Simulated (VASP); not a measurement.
# Zr (P6_3/mmc) in VASP: notebook, part 2 of 2

VASP 6.6.1.

## (4) Single point, r2SCAN

File POSCAR:

```
Zr
1.0
    3.2445832200      0.0000000000      0.0000000000
   -1.6222916100      2.8098914932      0.0000000000
    0.0000000000      0.0000000000      5.1573641137
Zr
2
Direct
    0.3333333333      0.6666666667      0.2500000000
    0.6666666667      0.3333333333      0.7500000000
```

File INCAR.step1:

```
PREC     = Accurate       # precision mode
ENCUT    = 520            # plane-wave cutoff, eV
ISMEAR   = 1              # smearing method
SIGMA    = 1.0            # smearing width, eV
LREAL    = F              # projectors in reciprocal space
LASPH    = T              # aspherical terms in the spheres
NELM     = 60             # most SCF steps
NBANDS   = 19             # bands
GGA      = PE             # functional
ALGO     = Normal         # electronic algorithm
EDIFF    = 1E-4           # SCF threshold, eV
LWAVE    = T              # write WAVECAR
LCHARG   = F              # write CHGCAR
```

File INCAR.step2:

```
PREC     = Accurate       # precision mode
ENCUT    = 520            # plane-wave cutoff, eV
EDIFF    = 1E-6           # SCF threshold, eV
ISMEAR   = 1              # smearing method
SIGMA    = 1.0            # smearing width, eV
LREAL    = F              # projectors in reciprocal space
LASPH    = T              # aspherical terms in the spheres
NELM     = 60             # most SCF steps
ALGO     = Normal         # electronic algorithm
ISIF     = 2              # what is computed and relaxed
LWAVE    = F              # write WAVECAR
LCHARG   = F              # write CHGCAR
METAGGA  = R2SCAN         # meta-GGA
LMIXTAU  = T            
NBANDS   = 19             # bands
ISTART   = 1
```

File KPOINTS:

```
regular mesh
0
Gamma
  11 11 6
```

Potentials or basis: VASP PAW PBE potentials, release 64 (Zr_sv).

Run with:

```
$ cat potpaw_PBE.64/Zr_sv/POTCAR > POTCAR
$ cp INCAR.step1 INCAR
$ mpirun -np 1 vasp_std > vasp.out
$ cp INCAR.step2 INCAR
$ mpirun -np 1 vasp_std > vasp.out
```

OUTCAR:

```text
PREC = Accurate
   ENCUT = 520
   EDIFF = 1E-6
   ISMEAR = 1
   LREAL = F
   LASPH = T
   NELM = 60
   ISIF = 2
   METAGGA = R2SCAN
   ISTART = 1

 ion  position               nearest neighbor table
   1  0.333  0.667  0.250-   2 3.19   2 3.19   2 3.19   2 3.19   2 3.19   2 3.19
   2  0.667  0.333  0.750-   1 3.19   1 3.19   1 3.19   1 3.19   1 3.19   1 3.19

  LATTYP: Found a hexagonal cell.
 ALAT       =     3.2445832200
 C/A-ratio  =     1.5895305387

  Lattice vectors:

 A1 = (   3.2445832200,   0.0000000000,   0.0000000000)
 A2 = (  -1.6222916100,   2.8098914932,   0.0000000000)
 A3 = (   0.0000000000,   0.0000000000,   5.1573641137)

Analysis of symmetry for initial positions (statically):
=====================================================================
 Subroutine PRICEL returns:
 Original cell was already a primitive cell.

 Routine SETGRP: Setting up the symmetry group for a
 hexagonal supercell.

 Subroutine GETGRP returns: Found 24 space group operations
 (whereof 12 operations were pure point group operations)
 out of a pool of 24 trial point group operations.
[... 154 lines left out ...]

 number of electron      24.0000000 magnetization

 Free energy of the ion-electron system (eV)
  ---------------------------------------------------
  ext. energy  EPLUGINS =         0.00000000
  ---------------------------------------------------
  free energy    TOTEN  =       -45.43135168 eV

  energy without entropy =      -45.52966038  energy(sigma->0) =      -45.46412125

 E-fermi :   8.8603     XC(G=0): -11.9041

 val. band max:        8.8537679519   @ k =   0.0909   0.0909   0.0000
 cond. band min:       8.8817889708   @ k =   0.3636   0.2727   0.3333
 fundamental gap:      0.0280210189
 Fermi energy:         8.8602621944

 k-point     1 :       0.0000    0.0000    0.0000
  band No.  band energies     occupation
      1     -41.6407      2.00000
      2     -41.4793      2.00000
      3     -19.4696      2.00000
      4     -18.6003      2.00000
      5     -18.6003      2.00000
      6     -18.4581      2.00000
[... 505 lines left out ...]
      6     -18.6890      2.00000
[... 11 lines left out ...]
     18      12.1763     -0.00003
     19      14.0264     -0.00000

 [... further k-points ...]
[... 5 lines left out ...]
  --------------------------------------------------------------------------------------
  -------------------------------------------------------------------------------------
  Total       -0.1850322     -0.1850322      0.0615663      0.0000000     -0.0000000      0.0000000
  in kB       -6.3049491     -6.3049491      2.0978658      0.0000000     -0.0000000      0.0000000
  external PRESSURE =      -3.5040108 kB  Pullay stress =       0.0000000 kB

 VOLUME and BASIS-vectors are now :
 -----------------------------------------------------------------------------
  energy-cutoff  :      520.00
  volume of cell :       47.02
      direct lattice vectors                 reciprocal lattice vectors
     3.244583220  0.000000000  0.000000000     0.308205995  0.177942814  0.000000000
    -1.622291610  2.809891493  0.000000000     0.000000000  0.355885628  0.000000000
     0.000000000  0.000000000  5.157364114     0.000000000  0.000000000  0.193897498

 POSITION                                       TOTAL-FORCE (eV/Angst)
 -----------------------------------------------------------------------------------
     -0.00000      1.87326      1.28934        -0.000000     -0.000000      0.000000
      1.62229      0.93663      3.86802         0.000000      0.000000      0.000000
 -----------------------------------------------------------------------------------
    total drift:                               -0.000000      0.000000     -0.000000

  FREE ENERGIE OF THE ION-ELECTRON SYSTEM (eV)
  ---------------------------------------------------
  free  energy   TOTEN  =       -45.4313516808 eV

  energy  without entropy=      -45.5296603830  energy(sigma->0) =      -45.46412125
```

Run time: 4.6 min. Hardware: 1 thread of AMD EPYC 7R43 (Zen 3), shared host; peak memory 0.15 GiB.

What came out:

```
Free energy            : -45.4314 eV
Pressure               : -0.4 GPa
Band gap on the k mesh : zero (band 12 reaches 9.90 eV, above the bottom of band 13 at 8.76 eV)
```

Stress tensor (GPa, compression positive):
```
-0.63  0.00  0.00
 0.00 -0.63  0.00
 0.00  0.00  0.21
```

Levels at points of the mesh, in eV from the Fermi level:
| k point | band 9 | band 10 | band 11 | band 12 | band 13 | band 14 | band 15 | band 16 |
| --- | --- | --- | --- | --- | --- | --- | --- | --- |
| (0.00, 0.00, 0.00) | -5.93 | -3.10 | 1.04 | 1.04 | 1.09 | 1.23 | 1.78 | 1.78 |
| (0.00, 0.00, 0.50) | -4.13 | -4.13 | 0.11 | 0.11 | 0.96 | 0.96 | 0.96 | 0.96 |

Caveat: the PAW data sets were made with another functional, which shifts forces and pressure a little.

## (5) Summary

| smearing | gap on the mesh (eV) | pressure (GPa) |
| --- | --- | --- |
| methfessel-paxton 0.3 eV | none | -0.1 |
| methfessel-paxton 0.6 eV | none | -0.2 |
| methfessel-paxton 1 eV | none | -0.4 |

Alike in all rows: task single point; level r2SCAN; potentials or basis VASP PAW PBE potentials, release 64 (Zr_sv); no spin polarisation; cell as given; k mesh 11 × 11 × 6; cutoff (eV) 520.

Every run on the cell as given and a fine mesh finds a metal.

Caveats: the PAW data sets were made with another functional, which shifts forces and pressure a little.

Absolute energies hang on the potentials; compare differences alone.
